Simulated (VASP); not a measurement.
# BiS (R-3m) in VASP: notebook, part 2 of 2

VASP 6.6.1.

## Step 4: Single point, PBE (25.90 Å³/atom)

This run uses another cell than the first one, of 25.90 Å³/atom.

File INCAR:

```
PREC = Accurate
ENCUT = 520
EDIFF = 1E-6
ISMEAR = -1
SIGMA = 0.05
LREAL = F
LASPH = T
NELM = 80
ALGO = Normal
ISIF = 2
LWAVE = F
LCHARG = F
GGA = PE
NBANDS = 18
```

File KPOINTS:

```
regular mesh
0
Gamma
  8 8 8
```

File POSCAR:

```
BiS
1.0
    2.0807637151      1.2013294865      3.4531777957
   -2.0807637151      1.2013294865      3.4531777957
    0.0000000000     -2.4026589828      3.4531777957
Bi S
1 1
Direct
    0.0000000000      0.0000000000      0.0000000000
    0.5000000000      0.5000000000      0.5000000000
```

Potentials or basis: VASP PAW PBE potentials, release 64 (Bi_d, S).

On the command line:

```console
$ cat potpaw_PBE.64/Bi_d/POTCAR potpaw_PBE.64/S/POTCAR > POTCAR
$ mpirun -np 1 vasp_std > vasp.out
```

OUTCAR:

```text
PREC = Accurate
   ENCUT = 520
   EDIFF = 1E-6
   ISMEAR = -1
   LREAL = F
   LASPH = T
   NELM = 80
   ISIF = 2
   GGA = PE

 ion  position               nearest neighbor table
   1  0.000  0.000  0.000-   2 2.96   2 2.96   2 2.96   2 2.96   2 2.96   2 2.96
   2  0.500  0.500  0.500-   1 2.96   1 2.96   1 2.96   1 2.96   1 2.96   1 2.96

  LATTYP: Found a trigonal (rhomboedric) cell.
 ALAT       =     4.2068048519
 COS(alpha) =     0.5107049814

  Lattice vectors:

 A1 = (   2.0807637151,   1.2013294865,   3.4531777957)
 A2 = (  -2.0807637151,   1.2013294865,   3.4531777957)
 A3 = (   0.0000000000,  -2.4026589828,   3.4531777957)

Analysis of symmetry for initial positions (statically):
=====================================================================
 Subroutine PRICEL returns:
 Original cell was already a primitive cell.

 Routine SETGRP: Setting up the symmetry group for a
 trigonal (rhombohedral) supercell.

 Subroutine GETGRP returns: Found 12 space group operations
 (whereof 12 operations were pure point group operations)
 out of a pool of 12 trial point group operations.

The static configuration has the point symmetry D_3d.

Analysis of symmetry for dynamics (positions and initial velocities):
=====================================================================
 Subroutine PRICEL returns:
 Original cell was already a primitive cell.

 Routine SETGRP: Setting up the symmetry group for a
 trigonal (rhombohedral) supercell.

 Subroutine GETGRP returns: Found 12 space group operations
 (whereof 12 operations were pure point group operations)
 out of a pool of 12 trial point group operations.

The dynamic configuration has the point symmetry D_3d.

 Subroutine INISYM returns: Found 12 space group operations
[... 109 lines left out ...]
   NUPDOWN=      -1.0000    fix difference up-down
   EMIN   =  10.00;   EMAX   =-10.00  energy-range for DOS
   EFERMI =   0.00;   METHOD = LEGACY
   ISMEAR =    -1;   SIGMA  =   0.05  broadening in eV -4-tet -1-fermi 0-gaus
   EFERMI_NEDOS =   21; number of points for ismear=-14 and -15
   IALGO  =     38    algorithm
   IMIX   =      4    mixing-type and parameters
     AMIX     =   0.40;   BMIX     =  1.00
     AMIX_MAG =   1.60;   BMIX_MAG =  1.00
  volume/ion in A,a.u.               =      25.90       174.75
  Fermi-wavevector in a.u.,A,eV,Ry     =   1.211703  2.289787 19.976407  1.468224
  Thomas-Fermi vector in A             =   2.347210
   LORBIT       =      0    0 simple, 1 ext, 2 COOP (PROOUT), +10 PAW based schemes
   GGA     = PE    functional components
   LHFCALC =     F    Hartree Fock is set to
   AEXX    =    0.0000 exact exchange contribution
   IVDW    =     0    specifies the selected vdW correction
   LEPSILON=     F    determine dielectric tensor
   LRPA    =     F    only Hartree local field effects (RPA)
 non-spin polarized calculation
  energy-cutoff  :      520.00
  volume of cell :       51.79
 maximum number of plane-waves:      1407
   NGX = 15   NGY = 15   NGZ = 15

 number of electron      21.0000003 magnetization

 Free energy of the ion-electron system (eV)
  ---------------------------------------------------
  ext. energy  EPLUGINS =         0.00000000
  ---------------------------------------------------
  free energy    TOTEN  =        -8.14343788 eV

  energy without entropy =       -8.12983314  energy(sigma->0) =       -8.13663551

 E-fermi :   7.1799     XC(G=0):  -9.9521

 val. band max:        7.1781903554   @ k =   0.5000   0.1250   0.1250
 cond. band min:       7.2412258268   @ k =   0.5000   0.3750   0.3750
 fundamental gap:      0.0630354713
 Fermi energy:         7.1799369786

 k-point     1 :       0.0000    0.0000    0.0000
  band No.  band energies     occupation
      1     -16.4136      2.00000
      2     -16.4111      2.00000
      3     -16.4111      2.00000
      4     -16.4022      2.00000
      5     -16.4022      2.00000
      6      -8.0037      2.00000
[... 481 lines left out ...]
      5     -16.3943      2.00000
      6      -7.0927      2.00000
[... 10 lines left out ...]
     17      16.3467      0.00000
     18      17.7864      0.00000

 [... further k-points ...]

------------------------ aborting loop because EDIFF is reached ----------------------------------------

  FORCE on cell =-STRESS in cart. coord.  units (eV):
  Direction    XX          YY          ZZ          XY          YZ          ZX
  --------------------------------------------------------------------------------------
  -------------------------------------------------------------------------------------
  Total        0.2717031      0.2717031      0.4997003      0.0000000     -0.0000000      0.0000000
  in kB        8.4052384      8.4052384     15.4584188      0.0000000     -0.0000000      0.0000000
  external PRESSURE =      10.7562985 kB  Pullay stress =       0.0000000 kB

 VOLUME and BASIS-vectors are now :
 -----------------------------------------------------------------------------
  energy-cutoff  :      520.00
  volume of cell :       51.79
      direct lattice vectors                 reciprocal lattice vectors
     2.080763715  1.201329486  3.453177796     0.240296386  0.138735183  0.096529444
    -2.080763715  1.201329486  3.453177796    -0.240296386  0.138735183  0.096529444
     0.000000000 -2.402658983  3.453177796     0.000000000 -0.277470366  0.096529444

 POSITION                                       TOTAL-FORCE (eV/Angst)
 -----------------------------------------------------------------------------------
      0.00000      0.00000      0.00000         0.000000     -0.000000     -0.000000
      0.00000     -0.00000      5.17977        -0.000000      0.000000      0.000000
 -----------------------------------------------------------------------------------
    total drift:                               -0.000000     -0.000000     -0.000000

  FREE ENERGIE OF THE ION-ELECTRON SYSTEM (eV)
  ---------------------------------------------------
  free  energy   TOTEN  =        -8.1434378826 eV

  energy  without entropy=       -8.1298331424  energy(sigma->0) =       -8.13663551
```

It took 43 s on 1 thread of Intel Xeon Platinum 8488C (Sapphire Rapids), shared host; peak memory 0.2 GiB.

What came out:

| Property | Result |
| --- | --- |
| Free energy | -8.1434 eV |
| Pressure | 1.1 GPa |
| Band gap on the k mesh | zero (an odd number of electrons rules out a gap without spin polarisation) |

Levels at points of the mesh, in eV from the Fermi level:
| k point | band 8 | band 9 | band 10 | band 11 | band 12 | band 13 |
| --- | --- | --- | --- | --- | --- | --- |
| (0.00, 0.00, 0.00) | -3.51 | -3.38 | -3.38 | 2.77 | 2.77 | 2.80 |
| (0.50, 0.00, 0.00) | -3.01 | -2.97 | -1.90 | -1.45 | -0.30 | -0.23 |
| (0.50, 0.50, 0.00) | -6.61 | -4.86 | -4.76 | 2.47 | 3.55 | 3.56 |
| (0.50, 0.50, 0.50) | -2.94 | -2.94 | -1.81 | -1.34 | -0.15 | -0.15 |

Caveat: spin-orbit coupling is left out, which moves the levels of the heavy elements.

## Step 5: Single point, PBE (26.44 Å³/atom)

This run uses another cell than the first one, of 26.44 Å³/atom.

File INCAR:

```
PREC = Accurate ; ENCUT = 520
EDIFF = 1E-6 ; ISMEAR = -1
SIGMA = 0.05 ; LREAL = F
LASPH = T ; NELM = 100
ALGO = Normal ; ISIF = 2
LWAVE = F ; LCHARG = F
GGA = PE ; NBANDS = 18
```

KPOINTS is that of step 4.

File POSCAR:

```
BiS
1.0
    2.0951142631      1.2096147792      3.4769935676
   -2.0951142631      1.2096147792      3.4769935676
    0.0000000000     -2.4192295684      3.4769935676
Bi S
1 1
Direct
    0.0000000000      0.0000000000      0.0000000000
    0.5000000000      0.5000000000      0.5000000000
```

On the command line:

```console
$ cat potpaw_PBE.64/Bi_d/POTCAR potpaw_PBE.64/S/POTCAR > POTCAR
$ mpirun -np 1 vasp_std > vasp.out
```

Run time: 43 s. Hardware: 1 thread of Intel Xeon Platinum 8488C (Sapphire Rapids), shared host; peak memory 0.2 GiB.

Results (log left out):

```yaml
Free_energy: -8.1467 eV
Pressure: -0.2 GPa
Band_gap_on_the_k_mesh: zero (an odd number of electrons rules out a gap without spin polarisation)
```

Stress tensor (GPa, compression positive):
```
-0.43  0.00  0.00
 0.00 -0.43  0.00
 0.00  0.00  0.18
```

Levels at points of the mesh, in eV from the Fermi level:
```tsv
k point	band 8	band 9	band 10	band 11	band 12	band 13
(0.00, 0.00, 0.00)	-3.43	-3.30	-3.30	2.70	2.70	2.72
(0.50, 0.00, 0.00)	-2.95	-2.90	-1.92	-1.43	-0.27	-0.21
(0.50, 0.50, 0.00)	-6.46	-4.75	-4.65	2.55	3.45	3.45
(0.50, 0.50, 0.50)	-2.87	-2.87	-1.84	-1.32	-0.13	-0.13
```

Caveat: spin-orbit coupling is left out, which moves the levels of the heavy elements.

## Step 6: The runs side by side

```csv
level,cell,k mesh,grid for exact exchange (PRECFOCK),share of exact exchange,gap on the mesh (eV),pressure (GPa)
B3LYP,"a = 4.275 Å, angles 59.3°, 2 atoms",4 × 4 × 4,Normal,0.2,none,-0.1
PBE,"a = 4.177 Å, angles 59.3°, 2 atoms",8 × 8 × 8,-,-,none,2.5
PBE,"a = 4.207 Å, angles 59.3°, 2 atoms",8 × 8 × 8,-,-,none,1.1
PBE,"a = 4.236 Å, angles 59.3°, 2 atoms",8 × 8 × 8,-,-,none,-0.2
```

Alike in all rows: task single point; potentials or basis VASP PAW PBE potentials, release 64 (Bi_d, S); no spin polarisation; cutoff (eV) 520; smearing fermi-dirac 0.05 eV.

Caveats: some runs use coarse meshes; spin-orbit coupling is left out, which moves the levels of the heavy elements; the PAW data sets were made with another functional, which shifts forces and pressure a little (at least some runs).

Total energies depend on the potentials used, so only differences within one code and one set of settings carry meaning.
